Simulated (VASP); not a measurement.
Runs of VASP 6.6.1 on Ta. The structure is that of space group Im-3m (No. 229), or close to it. The cells are those of the table. 

```csv
cell,gap on the mesh (eV),pressure (GPa)
"a = 2.766 Å, angles 110.9, 110.9, 106.7°, 1 atom",none,27.1
"a = 2.741 Å, angles 110.2, 110.2, 108.1°, 1 atom",none,34.8
"a = 2.932 Å, angles 109.5°, 1 atom",none,-12.3
"a = 2.717 Å, angles 109.5°, 1 atom",none,(b)
"a = 2.765 Å, angles 108.8, 108.8, 110.9°, 1 atom",none,26.8
"a = 2.789 Å, angles 109.5°, 1 atom",none,(a)
"a = 3.003 Å, angles 109.5°, 1 atom",none,-22.0
```

Alike in all rows: task single point; level r2SCAN; potentials or basis VASP PAW PBE potentials, release 64 (Ta_pv); no spin polarisation; k mesh 20 × 20 × 20; cutoff (eV) 520; smearing gaussian 0.15 eV.

Fill in the values left out.

(a) 19.4; (b) 43.4.

Caveats: the PAW data sets were made with another functional, which shifts forces and pressure a little; spin-orbit coupling is left out, which moves the levels of the heavy elements; the cell stands under pressure (at least some runs); the cell stands under tension (at least some runs); the stress differs along the axes, from 22 to 30 GPa (at least some runs).

A k mesh can miss the band edges, and the runs leave out spin-orbit coupling on Ta.

A gap of «none» marks levels without a gap at the run's occupations.
